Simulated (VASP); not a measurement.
# RbBr (Fm-3m) in VASP: notebook

RbBr is run at these levels: PBE; tasks: single point.

All numbers are computed with VASP 6.6.1; they aren't measurements. Logs are shortened: lines on timing, memory, paths and dates and some standing lists are left out, and cuts for length are marked.

## Step 1: The cell of the first run

It takes space group Fm-3m (No. 225, cubic). Conventional cell: a = 6.912 Å, b = 6.912 Å, c = 6.912 Å, α = 90.00°, β = 90.00°, γ = 90.00°. Rb (site symmetry m-3m) has 6 Br at 3.46 Å within 4.5 Å. Br (site symmetry m-3m) has 6 Rb at 3.46 Å within 4.5 Å.

## Step 2: Single point, PBE

INCAR reads:

```
SYSTEM = RbBr
PREC = Accurate
ENCUT = 520
EDIFF = 1E-6
ISMEAR = 0
SIGMA = 0.01
LREAL = .FALSE.
LASPH = .TRUE.
NELM = 80
ALGO = Normal
ISIF = 2
LWAVE = .FALSE.
LCHARG = .FALSE.
GGA = PE
NBANDS = 15
```

KPOINTS reads:

```
Automatic mesh
0
G
  3 3 3
  0 0 0
```

POSCAR reads:

```
RbBr
1.0
    0.0000000000      3.4559500000      3.4559500000
    3.4559500000      0.0000000000      3.4559500000
    3.4559500000      3.4559500000      0.0000000000
Rb Br
1 1
Direct
    0.0000000000      0.0000000000      0.0000000000
    0.5000000000      0.5000000000      0.5000000000
```

Potentials or basis: VASP PAW PBE potentials, release 64 (Rb_sv, Br).

Started as:

```console
$ cat potpaw_PBE.64/Rb_sv/POTCAR potpaw_PBE.64/Br/POTCAR > POTCAR
$ mpirun -np 1 vasp_std > vasp.out
```

OUTCAR:

```text
SYSTEM = RbBr
   PREC = Accurate
   ENCUT = 520
   EDIFF = 1E-6
   ISMEAR = 0
   LREAL = .FALSE.
   LASPH = .TRUE.
   NELM = 80
   ISIF = 2
   GGA = PE

 ion  position               nearest neighbor table
   1  0.000  0.000  0.000-   2 3.46   2 3.46   2 3.46   2 3.46   2 3.46   2 3.46
   2  0.500  0.500  0.500-   1 3.46   1 3.46   1 3.46   1 3.46   1 3.46   1 3.46

  LATTYP: Found a face centered cubic cell.
 ALAT       =     6.9119000000

  Lattice vectors:

 A1 = (   0.0000000000,   3.4559500000,   3.4559500000)
 A2 = (   3.4559500000,   0.0000000000,   3.4559500000)
 A3 = (   3.4559500000,   3.4559500000,   0.0000000000)

Analysis of symmetry for initial positions (statically):
=====================================================================
 Subroutine PRICEL returns:
 Original cell was already a primitive cell.

 Routine SETGRP: Setting up the symmetry group for a
 face centered cubic supercell.

 Subroutine GETGRP returns: Found 48 space group operations
 (whereof 48 operations were pure point group operations)
 out of a pool of 48 trial point group operations.

The static configuration has the point symmetry O_h .

Analysis of symmetry for dynamics (positions and initial velocities):
=====================================================================
 Subroutine PRICEL returns:
 Original cell was already a primitive cell.

 Routine SETGRP: Setting up the symmetry group for a
 face centered cubic supercell.

 Subroutine GETGRP returns: Found 48 space group operations
 (whereof 48 operations were pure point group operations)
 out of a pool of 48 trial point group operations.

The dynamic configuration has the point symmetry O_h .

 Subroutine INISYM returns: Found 48 space group operations
 (whereof 48 operations are pure point group operations),
 and found     1 'primitive' translations

----------------------------------------------------------------------------------------

                                     Primitive cell

  volume of cell :      82.5529

  direct lattice vectors                    reciprocal lattice vectors
     0.000000000  3.455950000  3.455950000    -0.144678019  0.144678019  0.144678019
     3.455950000  0.000000000  3.455950000     0.144678019 -0.144678019  0.144678019
     3.455950000  3.455950000  0.000000000     0.144678019  0.144678019 -0.144678019

  length of vectors
     4.887451361  4.887451361  4.887451361     0.250589680  0.250589680  0.250589680

  position of ions in fractional coordinates (direct lattice)
     0.000000000  0.000000000  0.000000000
     0.500000000  0.500000000  0.500000000

  ion indices of the primitive-cell ions
   primitive index   ion index
                 1           1
                 2           2

----------------------------------------------------------------------------------------

 KPOINTS: Automatic mesh

Automatic generation of k-mesh.
 Grid dimensions read from file:
 generate k-points for:    3    3    3

 Generating k-lattice:

  Cartesian coordinates                     Fractional coordinates (reciprocal lattice)
    -0.048226006  0.048226006  0.048226006     0.333333333  0.000000000  0.000000000
     0.048226006 -0.048226006  0.048226006     0.000000000  0.333333333  0.000000000
     0.048226006  0.048226006 -0.048226006     0.000000000  0.000000000  0.333333333

  Length of vectors
     0.083529893  0.083529893  0.083529893

  Shift w.r.t. Gamma in fractional coordinates (k-lattice)
     0.000000000  0.000000000  0.000000000

 Subroutine IBZKPT returns following result:
 ===========================================

 Found      4 irreducible k-points:

 Following reciprocal coordinates:
            Coordinates               Weight
  0.000000  0.000000  0.000000      1.000000
  0.333333  0.000000  0.000000      8.000000
  0.333333  0.333333  0.000000      6.000000
 -0.333333  0.333333  0.000000     12.000000
   k-points           NKPTS =      4   k-points in BZ     NKDIM =      4   number of bands    NBANDS=     15
   number of dos      NEDOS =    301   number of ions     NIONS =      2
   total plane-waves  NPLWV =  46656
   dimension x,y,z NGX =    36 NGY =   36 NGZ =   36
   dimension x,y,z NGXF=    72 NGYF=   72 NGZF=   72
   ions per type =               1   1
   NGX,Y,Z   is equivalent  to a cutoff of  12.25, 12.25, 12.25 a.u.
   NGXF,Y,Z  is equivalent  to a cutoff of  24.49, 24.49, 24.49 a.u.
 SYSTEM =  RbBr
   PREC   = accura    normal or accurate (medium, high low for compatibility)
   ISTART =      0    job   : 0-new  1-cont  2-samecut
   ICHARG =      2    charge: 1-file 2-atom 10-const
   ISPIN  =      1    spin polarized calculation?
   LNONCOLLINEAR =      F non collinear calculations
   LSORBIT =      F    spin-orbit coupling
   LASPH  =      T    aspherical Exc in radial PAW
   ENCUT  =  520.0 eV  38.22 Ry    6.18 a.u.   9.09  9.09  9.09*2*pi/ulx,y,z
   NELM   =     80;   NELMIN=  2; NELMDL= -5     # of ELM steps
   EDIFF  = 0.1E-05   stopping-criterion for ELM
   LREAL  =      F    real-space projection
   EDIFFG = 0.1E-04   stopping-criterion for IOM
   NSW    =      0    number of steps for IOM
   IBRION =     -1    ionic relax: 0-MD 1-quasi-New 2-CG
   NFREE  =      0    steps in history (QN), initial steepest desc. (CG)
   ISIF   =      2    stress and relaxation
   ISYM   =      2    0-nonsym 1-usesym 2-fastsym
   POTIM  = 0.5000    time-step for ionic-motion
   TEBEG  =    0.0;   TEEND  =   0.0 temperature during run
   PSTRESS=    0.0 pullay stress
   NELECT =      16.0000    total number of electrons
   NUPDOWN=      -1.0000    fix difference up-down
   EMIN   =  10.00;   EMAX   =-10.00  energy-range for DOS
   EFERMI =   0.00;   METHOD = LEGACY
   ISMEAR =     0;   SIGMA  =   0.01  broadening in eV -4-tet -1-fermi 0-gaus
   EFERMI_NEDOS =   21; number of points for ismear=-14 and -15
   IALGO  =     38    algorithm
   IMIX   =      4    mixing-type and parameters
     AMIX     =   0.40;   BMIX     =  1.00
     AMIX_MAG =   1.60;   BMIX_MAG =  1.00
  volume/ion in A,a.u.               =      41.28       278.55
  Fermi-wavevector in a.u.,A,eV,Ry     =   0.947409  1.790343 12.212362  0.897583
  Thomas-Fermi vector in A             =   2.075499
   LORBIT       =      0    0 simple, 1 ext, 2 COOP (PROOUT), +10 PAW based schemes
   GGA     = PE    functional components
   LHFCALC =     F    Hartree Fock is set to
   AEXX    =    0.0000 exact exchange contribution
   IVDW    =     0    specifies the selected vdW correction
   LEPSILON=     F    determine dielectric tensor
   LRPA    =     F    only Hartree local field effects (RPA)
 non-spin polarized calculation
 Gauss-broadening in eV      SIGMA  =   0.01
  energy-cutoff  :      520.00
  volume of cell :       82.55
 maximum number of plane-waves:      2233
   NGX = 19   NGY = 19   NGZ = 19

 number of electron      15.9999997 magnetization

 Free energy of the ion-electron system (eV)
  ---------------------------------------------------
  ext. energy  EPLUGINS =         0.00000000
  ---------------------------------------------------
  free energy    TOTEN  =        -6.10506398 eV

  energy without entropy =       -6.10506398  energy(sigma->0) =       -6.10506398

 E-fermi :  -1.7475     XC(G=0):  -7.1327

 val. band max:       -1.8420218141   @ k =   0.0000   0.0000   0.0000
 cond. band min:       2.4547988710   @ k =   0.0000   0.0000   0.0000
 fundamental gap:      4.2968206852
 Fermi energy:        -1.7474515257

 k-point     1 :       0.0000    0.0000    0.0000
  band No.  band energies     occupation
      1     -26.3149      2.00000
      2     -13.9973      2.00000
      3     -10.3895      2.00000
      4     -10.3895      2.00000
      5     -10.3895      2.00000
      6      -1.8420      2.00000
      7      -1.8420      2.00000
      8      -1.8420      2.00000
      9       2.4548      0.00000
     10       5.4265      0.00000
     11       5.4265      0.00000
     12       5.4265      0.00000
     13       6.2970      0.00000
     14       6.2970      0.00000
     15       9.0896      0.00000

 k-point     2 :       0.3333    0.0000    0.0000
  band No.  band energies     occupation
      1     -26.3087      2.00000
      2     -14.0251      2.00000
      3     -10.3951      2.00000
      4     -10.3951      2.00000
      5     -10.3586      2.00000
      6      -2.5949      2.00000
      7      -2.0974      2.00000
      8      -2.0974      2.00000
      9       4.3167      0.00000
     10       5.4133      0.00000
     11       6.6375      0.00000
     12       6.6375      0.00000
     13       7.6652      0.00000
     14       7.6652      0.00000
     15       9.5893      0.00000

 k-point     3 :       0.3333    0.3333    0.0000
  band No.  band energies     occupation
      1     -26.3069      2.00000
      2     -13.9791      2.00000
      3     -10.4513      2.00000
      4     -10.4382      2.00000
      5     -10.4382      2.00000
      6      -2.4382      2.00000
      7      -1.9734      2.00000
      8      -1.9734      2.00000
      9       4.0742      0.00000
     10       4.4088      0.00000
     11       6.9991      0.00000
     12       7.7175      0.00000
     13       7.7961      0.00000
     14       7.7961      0.00000
     15       8.7445      0.00000

 k-point     4 :      -0.3333    0.3333    0.0000
  band No.  band energies     occupation
      1     -26.3049      2.00000
      2     -13.9877      2.00000
      3     -10.5064      2.00000
      4     -10.4201      2.00000
      5     -10.3964      2.00000
      6      -2.4579      2.00000
      7      -2.2019      2.00000
      8      -2.1383      2.00000
      9       4.8871      0.00000
     10       5.8547      0.00000
     11       6.5498      0.00000
     12       6.8603      0.00000
     13       7.6618      0.00000
     14       8.5753      0.00000
     15       9.5745      0.00000

------------------------ aborting loop because EDIFF is reached ----------------------------------------

  FORCE on cell =-STRESS in cart. coord.  units (eV):
  Direction    XX          YY          ZZ          XY          YZ          ZX
  --------------------------------------------------------------------------------------
  -------------------------------------------------------------------------------------
  Total        0.3317377      0.3317377      0.3317377      0.0000000      0.0000000      0.0000000
  in kB        6.4383274      6.4383274      6.4383274      0.0000000      0.0000000      0.0000000
  external PRESSURE =       6.4383274 kB  Pullay stress =       0.0000000 kB

 VOLUME and BASIS-vectors are now :
 -----------------------------------------------------------------------------
  energy-cutoff  :      520.00
  volume of cell :       82.55
      direct lattice vectors                 reciprocal lattice vectors
     0.000000000  3.455950000  3.455950000    -0.144678019  0.144678019  0.144678019
     3.455950000  0.000000000  3.455950000     0.144678019 -0.144678019  0.144678019
     3.455950000  3.455950000  0.000000000     0.144678019  0.144678019 -0.144678019

 POSITION                                       TOTAL-FORCE (eV/Angst)
 -----------------------------------------------------------------------------------
      0.00000      0.00000      0.00000        -0.000000     -0.000000     -0.000000
      3.45595      3.45595      3.45595         0.000000      0.000000      0.000000
 -----------------------------------------------------------------------------------
    total drift:                                0.000000      0.000000      0.000000

  FREE ENERGIE OF THE ION-ELECTRON SYSTEM (eV)
  ---------------------------------------------------
  free  energy   TOTEN  =        -6.1050639770 eV

  energy  without entropy=       -6.1050639770  energy(sigma->0) =       -6.10506398
```

Wall time 5.7 s (1 thread of Intel Xeon 6975P-C (Granite Rapids), shared host); peak memory 0.19 GiB.

Results:

```yaml
Free_energy: -6.1051 eV
Pressure: 0.6 GPa
Band_gap_on_the_k_mesh: 4.30 eV, direct
```

Caveat: the k points lie up to 0.52 Å⁻¹ apart.

## Step 3: Single point, PBE

INCAR reads:

```
PREC = Accurate
ENCUT = 520
EDIFF = 1E-6
ISMEAR = 0
SIGMA = 0.01
LREAL = False
LASPH = True
NELM = 60
ALGO = Normal
ISIF = 2
LWAVE = False
LCHARG = False
GGA = PE
NBANDS = 15
```

KPOINTS reads:

```
regular mesh
0
Gamma
  3 3 3
```

POSCAR is that of step 2.

Potentials or basis: VASP PAW PBE potentials, release 64 (Rb_sv, Br).

Started as:

```console
$ cat potpaw_PBE.64/Rb_sv/POTCAR potpaw_PBE.64/Br/POTCAR > POTCAR
$ mpirun -np 1 vasp_std > vasp.out
```

OUTCAR:

```text
PREC = Accurate
   ENCUT = 520
   EDIFF = 1E-6
   ISMEAR = 0
   LREAL = False
   LASPH = True
   NELM = 60
   ISIF = 2
   GGA = PE

 ion  position               nearest neighbor table
   1  0.000  0.000  0.000-   2 3.46   2 3.46   2 3.46   2 3.46   2 3.46   2 3.46
   2  0.500  0.500  0.500-   1 3.46   1 3.46   1 3.46   1 3.46   1 3.46   1 3.46

  LATTYP: Found a face centered cubic cell.
 ALAT       =     6.9119000000

  Lattice vectors:

 A1 = (   0.0000000000,   3.4559500000,   3.4559500000)
 A2 = (   3.4559500000,   0.0000000000,   3.4559500000)
 A3 = (   3.4559500000,   3.4559500000,   0.0000000000)

Analysis of symmetry for initial positions (statically):
=====================================================================
 Subroutine PRICEL returns:
 Original cell was already a primitive cell.

 Routine SETGRP: Setting up the symmetry group for a
 face centered cubic supercell.

 Subroutine GETGRP returns: Found 48 space group operations
 (whereof 48 operations were pure point group operations)
 out of a pool of 48 trial point group operations.

The static configuration has the point symmetry O_h .

Analysis of symmetry for dynamics (positions and initial velocities):
=====================================================================
 Subroutine PRICEL returns:
 Original cell was already a primitive cell.

 Routine SETGRP: Setting up the symmetry group for a
 face centered cubic supercell.

 Subroutine GETGRP returns: Found 48 space group operations
 (whereof 48 operations were pure point group operations)
 out of a pool of 48 trial point group operations.

The dynamic configuration has the point symmetry O_h .

 Subroutine INISYM returns: Found 48 space group operations
 (whereof 48 operations are pure point group operations),
 and found     1 'primitive' translations

----------------------------------------------------------------------------------------

                                     Primitive cell

  volume of cell :      82.5529

  direct lattice vectors                    reciprocal lattice vectors
[... 98 lines left out ...]
 Gauss-broadening in eV      SIGMA  =   0.01
  energy-cutoff  :      520.00
  volume of cell :       82.55
 maximum number of plane-waves:      2233
   NGX = 19   NGY = 19   NGZ = 19

 number of electron      15.9999997 magnetization

 Free energy of the ion-electron system (eV)
  ---------------------------------------------------
  ext. energy  EPLUGINS =         0.00000000
  ---------------------------------------------------
  free energy    TOTEN  =        -6.10506398 eV

  energy without entropy =       -6.10506398  energy(sigma->0) =       -6.10506398

 E-fermi :  -1.7475     XC(G=0):  -7.1327

 val. band max:       -1.8420218141   @ k =   0.0000   0.0000   0.0000
 cond. band min:       2.4547988710   @ k =   0.0000   0.0000   0.0000
 fundamental gap:      4.2968206852
 Fermi energy:        -1.7474515257

 k-point     1 :       0.0000    0.0000    0.0000
  band No.  band energies     occupation
      1     -26.3149      2.00000
      2     -13.9973      2.00000
      3     -10.3895      2.00000
      4     -10.3895      2.00000
      5     -10.3895      2.00000
      6      -1.8420      2.00000
      7      -1.8420      2.00000
      8      -1.8420      2.00000
      9       2.4548      0.00000
     10       5.4265      0.00000
     11       5.4265      0.00000
     12       5.4265      0.00000
     13       6.2970      0.00000
     14       6.2970      0.00000
[... 41 lines left out ...]
      2     -13.9877      2.00000
      3     -10.5064      2.00000
      4     -10.4201      2.00000
      5     -10.3964      2.00000
      6      -2.4579      2.00000
      7      -2.2019      2.00000
      8      -2.1383      2.00000
      9       4.8871      0.00000
     10       5.8547      0.00000
     11       6.5498      0.00000
     12       6.8603      0.00000
     13       7.6618      0.00000
     14       8.5753      0.00000
     15       9.5745      0.00000

------------------------ aborting loop because EDIFF is reached ----------------------------------------

  FORCE on cell =-STRESS in cart. coord.  units (eV):
  Direction    XX          YY          ZZ          XY          YZ          ZX
  --------------------------------------------------------------------------------------
  -------------------------------------------------------------------------------------
  Total        0.3317377      0.3317377      0.3317377      0.0000000      0.0000000      0.0000000
  in kB        6.4383274      6.4383274      6.4383274      0.0000000      0.0000000      0.0000000
  external PRESSURE =       6.4383274 kB  Pullay stress =       0.0000000 kB

 VOLUME and BASIS-vectors are now :
 -----------------------------------------------------------------------------
  energy-cutoff  :      520.00
  volume of cell :       82.55
      direct lattice vectors                 reciprocal lattice vectors
     0.000000000  3.455950000  3.455950000    -0.144678019  0.144678019  0.144678019
     3.455950000  0.000000000  3.455950000     0.144678019 -0.144678019  0.144678019
     3.455950000  3.455950000  0.000000000     0.144678019  0.144678019 -0.144678019

 POSITION                                       TOTAL-FORCE (eV/Angst)
 -----------------------------------------------------------------------------------
      0.00000      0.00000      0.00000        -0.000000     -0.000000     -0.000000
      3.45595      3.45595      3.45595         0.000000      0.000000      0.000000
 -----------------------------------------------------------------------------------
    total drift:                                0.000000      0.000000      0.000000

  FREE ENERGIE OF THE ION-ELECTRON SYSTEM (eV)
  ---------------------------------------------------
  free  energy   TOTEN  =        -6.1050639770 eV

  energy  without entropy=       -6.1050639770  energy(sigma->0) =       -6.10506398
```

stdout:

```text
POSCAR found type information on POSCAR RbBr
 POSCAR found :  2 types and       2 ions
 scaLAPACK will be used
 LDA part: xc-table for (Slater+PW92), standard interpolation
 POSCAR, INCAR and KPOINTS ok, starting setup
 FFT: planning ... GRIDC
 FFT: planning ... GRID_SOFT
 FFT: planning ... GRID
 WAVECAR not read
 entering main loop
```

Wall time 4.6 s (1 thread of Intel Xeon 6975P-C (Granite Rapids), shared host); peak memory 0.19 GiB.

What came out:

* Free energy: -6.1051 eV
* Pressure: 0.6 GPa
* Band gap on the k mesh: 4.30 eV, direct

Caveat: the k points lie up to 0.52 Å⁻¹ apart.
